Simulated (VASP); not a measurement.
A run of VASP 6.6.1:

Contents of INCAR:

```
PREC = Accurate
ENCUT = 520
EDIFF = 1E-7
ISMEAR = 0
SIGMA = 0.1
LREAL = False
LASPH = True
NELM = 100
ALGO = Normal
ISIF = 2
LWAVE = False
LCHARG = True
GGA = PS
LELF = True
LVHAR = True
NBANDS = 28
```

File KPOINTS:

```
regular mesh
0
Gamma
  14 14 14
```

File POSCAR:

```
KNi2S2
1.0
   -1.8459636258      1.8459636258      5.9194799590
    1.8459636258     -1.8459636258      5.9194799590
    1.8459636258      1.8459636258     -5.9194799590
K Ni S
1 2 2
Direct
    0.0000000000      0.0000000000      0.0000000000
    0.7500000000      0.2500000000      0.5000000000
    0.2500000000      0.7500000000      0.5000000000
    0.3524405430      0.3524405430      0.0000000000
    0.6475594570      0.6475594570      0.0000000000
```

Potentials or basis: VASP PAW PBE potentials, release 64 (K_sv, Ni, S).

The run is started by

```bash
$ cat potpaw_PBE.64/K_sv/POTCAR potpaw_PBE.64/Ni/POTCAR potpaw_PBE.64/S/POTCAR > POTCAR
$ mpirun -np 1 vasp_std > vasp.out
```

Hardware: 1 thread of Intel(R) Xeon(R) 6975P-C (Granite Rapids), on a shared host.

How long does it take, and how much memory?

Wall time 9.2 min on 1 thread of Intel(R) Xeon(R) 6975P-C (Granite Rapids) (shared host), peak memory 0.71 GiB. Counts: scf iterations 17, k points 244.
